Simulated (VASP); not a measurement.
# Al12H in VASP: single point with PBE+D3(BJ)

Aim: the single point of Al12H with PBE+D3(BJ).

All numbers are computed with VASP 6.6.1; they aren't measurements. Logs are shortened: lines on timing, memory, paths and dates and some standing lists are left out, and cuts for length are marked.

**1. The cell of the first run**

The cell holds a slab with vacuum, 13 atoms: a = 5.631 Å, b = 5.631 Å, c = 21.668 Å, α = 90.00°, β = 90.00°, γ = 120.00°.

**2. Single point, PBE+D3(BJ)**

The input, INCAR:

```
SYSTEM = Al12H
PREC = Accurate ; ENCUT = 520
EDIFF = 1E-6 ; ISMEAR = 0
SIGMA = 0.1 ; LREAL = .FALSE.
LASPH = .TRUE. ; NELM = 60
ALGO = Normal ; ISIF = 2
LWAVE = .FALSE. ; LCHARG = .TRUE.
LDIPOL = .TRUE. ; IDIPOL = 3
DIPOL = 0.5 0.5 0.308 ; GGA = PE
IVDW = 12 ; LELF = .TRUE.
LVHAR = .TRUE. ; LVACPOTAV = .TRUE.
NBANDS = 30
```

The input, KPOINTS:

```
regular mesh
0
G
  6 6 1
  0 0 0
```

The input, POSCAR:

```
Al12H
1.0
    5.6314608543      0.0000000000      0.0000000000
   -2.8157304272      4.8769881603      0.0000000000
    0.0000000000      0.0000000000     21.6684292099
Al H
12 1
Direct
    0.3333333333      0.1666666667      0.1846003677
    0.3333333333      0.6666666667      0.1846003677
    0.8333333333      0.1666666667      0.1846003677
    0.8333333333      0.6666666667      0.1846003677
    0.1666666667      0.3333333333      0.2900502825
    0.1666666667      0.8333333333      0.2900502825
    0.6666666667      0.3333333333      0.2900502825
    0.6666666667      0.8333333333      0.2900502825
    0.0000000000      0.0000000000      0.3954337957
    0.0000000000      0.5000000000      0.3954337957
    0.5000000000      0.0000000000      0.3954337957
    0.5000000000      0.5000000000      0.3954337957
    0.0000000000      0.1666666667      0.5246540531
```

Potentials or basis: VASP PAW PBE potentials, release 64 (Al, H).

Command:

```console
> cat potpaw_PBE.64/Al/POTCAR potpaw_PBE.64/H/POTCAR > POTCAR
> mpirun -np 1 vasp_std > vasp.out
```

OUTCAR:

```text
SYSTEM = Al12H
   PREC = Accurate
   ENCUT = 520
   EDIFF = 1E-6
   ISMEAR = 0
   LREAL = .FALSE.
   LASPH = .TRUE.
   NELM = 60
   ISIF = 2
   GGA = PE
   IVDW = 12
 IVDW          = 12

 ion  position               nearest neighbor table
   1  0.333  0.167  0.185-   5 2.80   7 2.80   6 2.80   3 2.82   3 2.82   4 2.82   4 2.82   2 2.82
                             2 2.82
   2  0.333  0.667  0.185-   6 2.80   8 2.80   5 2.80   4 2.82   4 2.82   3 2.82   3 2.82   1 2.82
                             1 2.82
   3  0.833  0.167  0.185-   7 2.80   5 2.80   8 2.80   1 2.82   1 2.82   2 2.82   2 2.82   4 2.82
                             4 2.82
   4  0.833  0.667  0.185-   8 2.80   6 2.80   7 2.80   2 2.82   2 2.82   1 2.82   1 2.82   3 2.82
                             3 2.82
   5  0.167  0.333  0.290-  12 2.80   9 2.80  10 2.80   1 2.80   3 2.80   2 2.80   7 2.82   7 2.82
                             8 2.82   8 2.82   6 2.82   6 2.82
   6  0.167  0.833  0.290-  11 2.80  10 2.80   9 2.80   2 2.80   4 2.80   1 2.80   8 2.82   8 2.82
                             7 2.82   7 2.82   5 2.82   5 2.82
   7  0.667  0.333  0.290-  10 2.80  11 2.80  12 2.80   3 2.80   1 2.80   4 2.80   5 2.82   5 2.82
                             6 2.82   6 2.82   8 2.82   8 2.82
   8  0.667  0.833  0.290-   9 2.80  12 2.80  11 2.80   4 2.80   2 2.80   3 2.80   6 2.82   6 2.82
                             5 2.82   5 2.82   7 2.82   7 2.82
   9  0.000  0.000  0.395-   8 2.80   5 2.80   6 2.80  11 2.82  11 2.82  12 2.82  12 2.82  10 2.82
                            10 2.82
  10  0.000  0.500  0.395-   7 2.80   6 2.80   5 2.80  12 2.82  12 2.82  11 2.82  11 2.82   9 2.82
                             9 2.82
  11  0.500  0.000  0.395-   6 2.80   7 2.80   8 2.80   9 2.82   9 2.82  10 2.82  10 2.82  12 2.82
                            12 2.82
  12  0.500  0.500  0.395-   5 2.80   8 2.80   7 2.80  10 2.82  10 2.82   9 2.82   9 2.82  11 2.82
                            11 2.82
  13  0.000  0.167  0.525-

  LATTYP: Found a hexagonal cell.
 ALAT       =     5.6314608543
 C/A-ratio  =     3.8477456863

  Lattice vectors:

 A1 = (   5.6314608543,   0.0000000000,   0.0000000000)
 A2 = (  -2.8157304272,   4.8769881603,   0.0000000000)
 A3 = (   0.0000000000,   0.0000000000,  21.6684292099)

Analysis of symmetry for initial positions (statically):
=====================================================================
 Subroutine PRICEL returns:
 Original cell was already a primitive cell.

 Routine SETGRP: Setting up the symmetry group for a
 hexagonal supercell.

 Subroutine GETGRP returns: Found  1 space group operations
 (whereof  1 operations were pure point group operations)
 out of a pool of 24 trial point group operations.

The static configuration has the point symmetry C_1 .

Analysis of symmetry for dynamics (positions and initial velocities):
=====================================================================
 Subroutine PRICEL returns:
 Original cell was already a primitive cell.

 Routine SETGRP: Setting up the symmetry group for a
 hexagonal supercell.

 Subroutine GETGRP returns: Found  1 space group operations
 (whereof  1 operations were pure point group operations)
 out of a pool of 24 trial point group operations.

The dynamic configuration has the point symmetry C_1 .

 Subroutine INISYM returns: Found  1 space group operations
 (whereof  1 operations are pure point group operations),
 and found     1 'primitive' translations

----------------------------------------------------------------------------------------

                                     Primitive cell

  volume of cell :     595.1140

  direct lattice vectors                    reciprocal lattice vectors
     5.631460854  0.000000000  0.000000000     0.177573817  0.102522291  0.000000000
    -2.815730427  4.876988160  0.000000000     0.000000000  0.205044582  0.000000000
     0.000000000  0.000000000 21.668429210     0.000000000  0.000000000  0.046150092

  length of vectors
     5.631460854  5.631460854 21.668429210     0.205044582  0.205044582  0.046150092

  position of ions in fractional coordinates (direct lattice)
     0.333333333  0.166666667  0.184600368
     0.333333333  0.666666667  0.184600368
     0.833333333  0.166666667  0.184600368
     0.833333333  0.666666667  0.184600368
     0.166666667  0.333333333  0.290050282
     0.166666667  0.833333333  0.290050282
     0.666666667  0.333333333  0.290050282
[... 42 lines left out ...]
     0.000000000  0.000000000  0.000000000

 Subroutine IBZKPT returns following result:
 ===========================================

 Found     20 irreducible k-points:

 Following reciprocal coordinates:
            Coordinates               Weight
  0.000000  0.000000  0.000000      1.000000
  0.166667  0.000000  0.000000      2.000000
  0.000000  0.166667  0.000000      2.000000
 -0.166667  0.166667  0.000000      2.000000
  0.333333  0.000000  0.000000      2.000000
  0.000000  0.333333  0.000000      2.000000
[... 12 lines left out ...]
  0.500000 -0.166667  0.000000      2.000000
  0.333333  0.333333  0.000000      2.000000
   k-points           NKPTS =     20   k-points in BZ     NKDIM =     20   number of bands    NBANDS=     30
   number of dos      NEDOS =    301   number of ions     NIONS =     13
   total plane-waves  NPLWV = 285768
   dimension x,y,z NGX =    42 NGY =   42 NGZ =  162
   dimension x,y,z NGXF=    84 NGYF=   84 NGZF=  324
   ions per type =              12   1
   NGX,Y,Z   is equivalent  to a cutoff of  12.40, 12.40, 12.43 a.u.
   NGXF,Y,Z  is equivalent  to a cutoff of  24.80, 24.80, 24.86 a.u.
 SYSTEM =  Al12H
   PREC   = accura    normal or accurate (medium, high low for compatibility)
   ISTART =      0    job   : 0-new  1-cont  2-samecut
   ICHARG =      2    charge: 1-file 2-atom 10-const
   ISPIN  =      1    spin polarized calculation?
   LNONCOLLINEAR =      F non collinear calculations
   LSORBIT =      F    spin-orbit coupling
   LASPH  =      T    aspherical Exc in radial PAW
   ENCUT  =  520.0 eV  38.22 Ry    6.18 a.u.  10.47 10.47 40.29*2*pi/ulx,y,z
   NELM   =     60;   NELMIN=  2; NELMDL= -5     # of ELM steps
   EDIFF  = 0.1E-05   stopping-criterion for ELM
   LREAL  =      F    real-space projection
   EDIFFG = 0.1E-04   stopping-criterion for IOM
   NSW    =      0    number of steps for IOM
   IBRION =     -1    ionic relax: 0-MD 1-quasi-New 2-CG
   NFREE  =      0    steps in history (QN), initial steepest desc. (CG)
   ISIF   =      2    stress and relaxation
   ISYM   =      2    0-nonsym 1-usesym 2-fastsym
   POTIM  = 0.5000    time-step for ionic-motion
   TEBEG  =    0.0;   TEEND  =   0.0 temperature during run
   PSTRESS=    0.0 pullay stress
   NELECT =      37.0000    total number of electrons
   NUPDOWN=      -1.0000    fix difference up-down
   EMIN   =  10.00;   EMAX   =-10.00  energy-range for DOS
   EFERMI =   0.00;   METHOD = LEGACY
   ISMEAR =     0;   SIGMA  =   0.10  broadening in eV -4-tet -1-fermi 0-gaus
   EFERMI_NEDOS =   21; number of points for ismear=-14 and -15
   IALGO  =     38    algorithm
   IMIX   =      4    mixing-type and parameters
     AMIX     =   0.40;   BMIX     =  1.00
     AMIX_MAG =   1.60;   BMIX_MAG =  1.00
  volume/ion in A,a.u.               =      45.78       308.93
  Fermi-wavevector in a.u.,A,eV,Ry     =   0.648548  1.225578  5.722805  0.420614
  Thomas-Fermi vector in A             =   1.717216
   LORBIT       =      0    0 simple, 1 ext, 2 COOP (PROOUT), +10 PAW based schemes
   GGA     = PE    functional components
   LHFCALC =     F    Hartree Fock is set to
   AEXX    =    0.0000 exact exchange contribution
   IVDW    =    12    specifies the selected vdW correction
   LEPSILON=     F    determine dielectric tensor
   LRPA    =     F    only Hartree local field effects (RPA)
 non-spin polarized calculation
 Gauss-broadening in eV      SIGMA  =   0.10
  energy-cutoff  :      520.00
  volume of cell :      595.11
 maximum number of plane-waves:     16060
 NGX is ok and might be reduce to    42
   NGX = 21   NGY = 21   NGZ = 81

 dipolmoment           0.000000      0.000000     -0.189553 electrons x Angstroem

 number of electron      37.0000000 magnetization

 dipolmoment           0.000000      0.000000      0.293622 electrons x Angstroem

 Free energy of the ion-electron system (eV)
  ---------------------------------------------------
  ext. energy  EPLUGINS =         0.00000000
  ---------------------------------------------------
  free energy    TOTEN  =       -43.29381877 eV

  energy without entropy =      -43.25275851  energy(sigma->0) =      -43.27328864

 E-fermi :  -0.5167     XC(G=0):  -4.3629

 val. band max:       -0.5354190067   @ k =   0.1667   0.3333   0.0000
 cond. band min:      -0.4698769947   @ k =   0.0000   0.3333   0.0000
 fundamental gap:      0.0655420120
 Fermi energy:        -0.5166846499

 k-point     1 :       0.0000    0.0000    0.0000
  band No.  band energies     occupation
      1     -11.3739      2.00000
      2      -9.6130      2.00000
      3      -6.8391      2.00000
      4      -5.3669      2.00000
      5      -5.3617      2.00000
      6      -5.3535      2.00000
[... 649 lines left out ...]
     29       2.9710      0.00000
     30       2.9747      0.00000

------------------------ aborting loop because EDIFF is reached ----------------------------------------

 Edisp (eV)   -2.91518

 E8    (eV) :    -1.3540

  FORCE on cell =-STRESS in cart. coord.  units (eV):
  Direction    XX          YY          ZZ          XY          YZ          ZX
  --------------------------------------------------------------------------------------
  -------------------------------------------------------------------------------------
  Total      -2.92400    -2.95247    -1.39029     0.12512    -0.32374     0.12893
  in kB      -7.87205    -7.94868    -3.74298     0.33686    -0.87157     0.34711
  external pressure =       -6.52 kB  Pullay stress =        0.00 kB

 VOLUME and BASIS-vectors are now :
 -----------------------------------------------------------------------------
  energy-cutoff  :      520.00
  volume of cell :      595.11
      direct lattice vectors                 reciprocal lattice vectors
     5.631460854  0.000000000  0.000000000     0.177573817  0.102522291  0.000000000
    -2.815730427  4.876988160  0.000000000     0.000000000  0.205044582  0.000000000
     0.000000000  0.000000000 21.668429210     0.000000000  0.000000000  0.046150092

 POSITION                                       TOTAL-FORCE (eV/Angst)
 -----------------------------------------------------------------------------------
      1.40787      0.81283      4.00000         0.075047      0.010460     -0.105517
     -0.00000      3.25133      4.00000         0.011266      0.053900     -0.082567
      4.22360      0.81283      4.00000        -0.069485     -0.011329     -0.050103
      2.81573      3.25133      4.00000        -0.023811     -0.049417     -0.128492
      0.00000      1.62566      6.28493        -0.001766      0.054042      0.087154
     -1.40787      4.06416      6.28493         0.051484     -0.043737     -0.069466
      2.81573      1.62566      6.28493        -0.008822      0.046196     -0.056394
      1.40787      4.06416      6.28493        -0.028199     -0.045862     -0.012194
      0.00000      0.00000      8.56843        -0.054608      0.149139      1.011583
     -1.40787      2.43849      8.56843         0.036228     -0.031571      0.297302
      2.81573      0.00000      8.56843        -0.031524     -0.014135      0.107158
      1.40787      2.43849      8.56843        -0.000829     -0.016614      0.128023
     -0.46929      0.81283     11.36843         0.045020     -0.101072     -1.126485
 -----------------------------------------------------------------------------------
    total drift:                                0.000030      0.000017      0.000090

  FREE ENERGIE OF THE ION-ELECTRON SYSTEM (eV)
  ---------------------------------------------------
  free  energy   TOTEN  =       -46.2090010033 eV

  energy  without entropy=      -46.1679407422  energy(sigma->0) =      -46.18847087

 vacuum level on the upper side and lower side of the slab         5.370         3.436
```

Wall time 7.7 min (1 thread of Intel Xeon 6975P-C (Granite Rapids), shared host); peak memory 0.71 GiB.

What came out:

```yaml
Free_energy: -46.2090 eV
Largest_force: 1.132 eV/Å
Band_gap_on_the_k_mesh: zero (an odd number of electrons rules out a gap without spin polarisation)
Dispersion_energy_per_atom: -0.224 eV
```

Forces in eV/Å, atoms in the order of the input:
```
Al   0.075  0.010 -0.106
Al   0.011  0.054 -0.083
Al  -0.069 -0.011 -0.050
Al  -0.024 -0.049 -0.128
Al  -0.002  0.054  0.087
Al   0.051 -0.044 -0.069
Al  -0.009  0.046 -0.056
Al  -0.028 -0.046 -0.012
Al  -0.055  0.149  1.012
Al   0.036 -0.032  0.297
Al  -0.032 -0.014  0.107
Al  -0.001 -0.017  0.128
H    0.045 -0.101 -1.126
```
